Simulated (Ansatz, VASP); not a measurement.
## One calculation of Pb, two programs

```
CELL_PARAMETERS angstrom
3.48000 0.00000 0.00000
-1.74000 3.01377 0.00000
0.00000 0.00000 5.64590
ATOMIC_POSITIONS crystal
Pb 0.33333 0.66667 0.25000
Pb 0.66667 0.33333 0.75000
```

Change from the starting cell: zz strain of +1 %, crystal datasets.

Alike in both runs: task electric field gradients; functional PBEsol; k mesh 12 × 12 × 7; occupations fermi-dirac, width 0.05 eV; no spin polarisation.

|  | VASP | Ansatz |
| --- | --- | --- |
| version | VASP 6.6.1 | Ansatz 0.2.0 |
| potentials or method | VASP PAW PBE potentials, release 64 (Pb_d), cutoff 520 eV | all-electron PAW with datasets made for the crystal, scalar-relativistic |

Ansatz gave:

- pressure (GPa): 0.5
- traceless stress, the component that is largest in VASP (GPa): 0.30
- size of Vzz on the site where it differs most (V/Å²): 13.1

Which values does VASP return?

Pressure (GPa): 0.4; traceless stress, the component that is largest in VASP (GPa): 0.33; size of Vzz on the site where it differs most (V/Å²): 13.8.

VASP's potentials were made for PBE, not for PBEsol. Ansatz ran all-electron here, and VASP with PAW potentials.

Spin-orbit coupling is off throughout.
